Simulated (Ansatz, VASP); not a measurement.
## One calculation of SrO, two programs

```
Sr O
1.0
     0.00000    2.45090    2.65705
     2.45090    0.00000    2.65705
     2.45090    2.45090    0.00000
Sr O
1 1
Direct
  0.00000 0.00000 0.00000
  0.50000 0.50000 0.50000
```

Change from the starting cell: epitaxial_xy strain -5.0%.

Alike in both runs: task single point; functional HSE06; k mesh 6 × 6 × 6; no spin polarisation.

|  | VASP | Ansatz |
| --- | --- | --- |
| version | VASP 6.6.1 | Ansatz 0.2.0 |
| potentials or method | VASP PAW PBE potentials, release 64 (Sr_sv, O) | plane waves, PAW |
| plane-wave cutoff (eV) | 520 | 420 |
| occupations | gaussian, width 0.01 eV | fixed |
| valence electrons in the cell | 16 | 16 |

|  | VASP | Ansatz | Ansatz less VASP |
| --- | --- | --- | --- |
| gap on the k mesh at the Fermi level (eV) | 4.54 | 4.58 | +0.041 |
| pressure (GPa) | 9.9 | 9.1 | -0.81 |
| traceless stress, the component that is largest in VASP (GPa) | -9.38 | -8.92 | +0.468 |

Ansatz's warnings: stress exchange threshold loose, stress scf threshold loose.
